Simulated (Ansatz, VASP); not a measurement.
# Two plane-wave programs on Hf

POSCAR

```
Hf
1.0
    0.0000000000      2.2200000000      2.2200000000
    2.2089000000      0.0000000000      2.2200000000
    2.2089000000      2.2200000000      0.0000000000
Hf
1
Direct
    0.0000000000      0.0000000000      0.0000000000
```

File INCAR.step1:

```
SYSTEM = Hf
ALGO = Normal
EDIFF = 1E-4
ENCUT = 520
GGA = PE
ISMEAR = 0
LASPH = .True.
LCHARG = .False.
LREAL = .False.
LWAVE = .True.
NBANDS = 11
NELM = 100
PREC = Accurate
SIGMA = 0.15
```

File INCAR.step2:

```
SYSTEM = Hf
ALGO = Normal
EDIFF = 1E-6
ENCUT = 520
ISIF = 2
ISMEAR = 0
ISTART = 1
LASPH = .True.
LCHARG = .False.
LMIXTAU = .True.
LREAL = .False.
LWAVE = .False.
METAGGA = R2SCAN
NBANDS = 11
NELM = 100
PREC = Accurate
SIGMA = 0.15
```

File KPOINTS:

```
k-points
0
Gamma
  18 18 18
  0 0 0
```

Input for Ansatz:

```yaml
crystal:
  lattice:
    - [0.0, 2.22, 2.22]
    - [2.2089, 0.0, 2.22]
    - [2.2089, 2.22, 0.0]
  atoms:
    - { symbol: Hf, position: [0.0, 0.0, 0.0] }
basis:
  ecutwfc: 500
kpoints:
  mp_grid: { grid: [18, 18, 18] }
hamiltonian:
  xc: r2scan
scf:
  occupations: { method: gaussian, width: 0.15 }
output:
  forces: true
  stress: true
  eigenvalues: true
  write_density: true
  write_potential: true
  elf: true
  volumetric_format: npy
```

Change from the starting cell: strain -0.0050 x Voigt [1, 0, 0, 0, 0, 0], atoms carried along.

Alike in both runs: task single point; functional r2SCAN; k mesh 18 × 18 × 18; occupations gaussian, width 0.15 eV; no spin polarisation.

|  | VASP | Ansatz |
| --- | --- | --- |
| version | VASP 6.6.1 | Ansatz 0.2.0 |
| potentials or method | VASP PAW PBE potentials, release 64 (Hf_pv), cutoff 520 eV | scalar-relativistic, plane waves, PAW |
| valence electrons in the cell | 10 | 26 |

|  | VASP | Ansatz | Ansatz less VASP |
| --- | --- | --- | --- |
| gap on the k mesh at the Fermi level (eV) | none | none | - |
| pressure (GPa) | 2.8 | 3.3 | +0.50 |
| traceless stress, the component that is largest in VASP (GPa) | 0.20 | 0.20 | -0.002 |

VASP's potentials were made for PBE, not for r2SCAN. A gap of «none» marks a metal or a gap that the smearing closes. The functional is the same, so the differences come from potentials, cutoffs and numerics. VASP's potentials hold 10 valence electrons a cell and Ansatz's 26, so a difference there can come from the potentials and not from the codes.

Neither program's run includes spin-orbit coupling.
